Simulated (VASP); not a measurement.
Here is a VASP 6.6.1 calculation.

The input INCAR:

```
ALGO = Normal ; EDIFF = 1E-7
EDIFFG = -0.08 ; ENCUT = 500
GGA = PE ; GGA_COMPAT = F
IBRION = 2 ; ISIF = 3
ISMEAR = 0 ; LASPH = T
LCHARG = F ; LMAXMIX = 6
LREAL = F ; LWAVE = F
NELM = 200 ; NELMIN = 4
NSW = 36 ; PREC = Accurate
SIGMA = 0.2
```

The input KPOINTS:

```
k-points
0
Gamma
  4 4 3
```

File POSCAR:

```
DyAgH2
1.0
    2.1430721100     -4.5647199100      0.0000000000
    2.1430721100      4.5647199100      0.0000000000
    0.0000000000      0.0000000000      5.1028651100
Dy Ag H
2 2 4
Direct
    0.6829742900      0.3170257100      0.2500000000
    0.3170257100      0.6829742900      0.7500000000
    0.0000000000      0.0000000000      0.0000000000
    0.0000000000      0.0000000000      0.5000000000
    0.4279329700      0.2579220500      0.7500000000
    0.2579220500      0.4279329700      0.2500000000
    0.5720670300      0.7420779500      0.2500000000
    0.7420779500      0.5720670300      0.7500000000
```

Potentials or basis: VASP PAW PBE potentials, release 64 (Dy_3, Ag, H), 4f in core.

The run is started by

```bash
$ cat potpaw_PBE.64/Dy_3/POTCAR potpaw_PBE.64/Ag/POTCAR potpaw_PBE.64/H/POTCAR > POTCAR
$ mpirun -np 1 vasp_std > vasp.out
```

(1) What does it give for the relaxed cell?

(2) Estimate the space group after relaxing (to 0.1 Å).

(3) Predict the relaxed volume.

## Answers

(1) a = 4.852 Å, b = 4.852 Å, c = 5.148 Å, α = 90.00°, β = 90.00°, γ = 116.21°.

(2) Cmcm (No. 63).

(3) 13.59 Å³/atom.

Caveat: the k points lie up to 0.41 Å⁻¹ apart in the final cell, too coarse for converged energies and pressures of a metal.
